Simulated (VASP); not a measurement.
Wanted: the native input for a VASP 6.6.1 run.

| Quantity | Value |
| --- | --- |
| Task | single point |
| Functional | PBE |
| Potentials or basis | VASP PAW PBE potentials, release 64 (Mg, Zn, Te, Se) |
| Cutoff | 520 eV |
| k mesh | 4 × 4 × 4 |
| Occupations | gaussian, width 0.1 eV |
| Spin | no spin polarisation |
| Dipole correction | no |
| Further INCAR settings | ALGO = Normal; EDIFF = 1e-06; NBANDS = 31 |

The structure of MgZn2TeSe2 lies in POSCAR:

```
MgZn2TeSe2
1.0
    4.5428559400      0.0000000000      0.0000000000
    0.0000000000      4.5428559400      0.0000000000
    0.0000000000      0.0000000000      5.9774020500
Mg Zn Te Se
1 2 1 2
Direct
    0.0000000000      0.0000000000      0.5000000000
    0.5000000000      0.5000000000      0.2707569900
    0.5000000000      0.5000000000      0.7292430100
    0.0000000000      0.0000000000      0.0000000000
    0.0000000000      0.5000000000      0.0000000000
    0.5000000000      0.0000000000      0.0000000000
```

One way to write it, as run:

INCAR

```
PREC = Accurate
ENCUT = 520
EDIFF = 1E-6
ISMEAR = 0
SIGMA = 0.1
LREAL = False
LASPH = True
NELM = 60
ALGO = Normal
ISIF = 2
LWAVE = False
LCHARG = False
GGA = PE
NBANDS = 31
```

KPOINTS

```
regular mesh
0
Gamma
  4 4 4
```

Potentials or basis: VASP PAW PBE potentials, release 64 (Mg, Zn, Te, Se).

Command:

```console
$ cat potpaw_PBE.64/Mg/POTCAR potpaw_PBE.64/Zn/POTCAR potpaw_PBE.64/Te/POTCAR potpaw_PBE.64/Se/POTCAR > POTCAR
$ mpirun -np 1 vasp_std > vasp.out
```

Results of the run:

```
Pressure               : 33.7 GPa
Largest force          : 0.827 eV/Å
Band gap on the k mesh : zero (band 22 reaches 5.94 eV, above the bottom of band 23 at 4.91 eV)
```

Caveat: spin-orbit coupling is left out, which moves the levels of the heavy elements.

Wall time 40 s on 1 thread of Intel(R) Xeon(R) 6975P-C (Granite Rapids) (shared host), peak memory 0.28 GiB.
